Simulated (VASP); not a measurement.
## MoS2: single point with PBEsol

The system is MoS2, a slab with vacuum.

```
Mo S
1.0
     3.24781    0.00000    0.00000
    -1.62390    2.81268    0.00000
     0.00000    0.00000   17.33460
Mo S
1 2
Cartesian
  0.0000 0.0000 0.0000
  0.0000 1.8751 1.5513
  0.0000 1.8751 15.7833
```

```
Program             : VASP 6.6.1
Task                : single point
Functional          : PBEsol
Potentials or basis : VASP PAW PBE potentials, release 64 (Mo_sv, S)
Cutoff              : 520 eV
k mesh              : 12 × 12 × 2
Occupations         : methfessel-paxton, width 0.1 eV
Spin                : no spin polarisation
```

* Largest force: 0.513 eV/Å
* Band gap on the k mesh: 1.27 eV, indirect (least direct gap 1.49 eV)

Forces on the atoms (eV/Å):
```
Mo   0.000  0.000  0.000
S    0.000  0.000 -0.513
S    0.000  0.000  0.513
```

Levels at points of the mesh, in eV from the valence-band top:
```csv
k point,band 10,band 11,band 12,band 13,band 14,band 15,band 16,band 17
"(0.00, 0.00, 0.00)",-1.76,-1.76,-1.74,0.00,2.45,2.45,2.73,2.73
"(0.50, 0.00, 0.00)",-3.31,-1.88,-1.26,-0.76,1.87,2.38,3.59,4.01
"(0.00, 0.00, 0.50)",-1.76,-1.76,-1.74,0.00,2.45,2.45,2.73,2.73
"(0.50, 0.00, 0.50)",-3.31,-1.88,-1.26,-0.76,1.87,2.38,3.59,4.01
```

It took 3.8 min on 1 thread of Intel Xeon 8259CL, on a shared host, peak memory 0.32 GiB.

Caveat: the PAW data sets were made with another functional, which shifts forces and pressure a little.
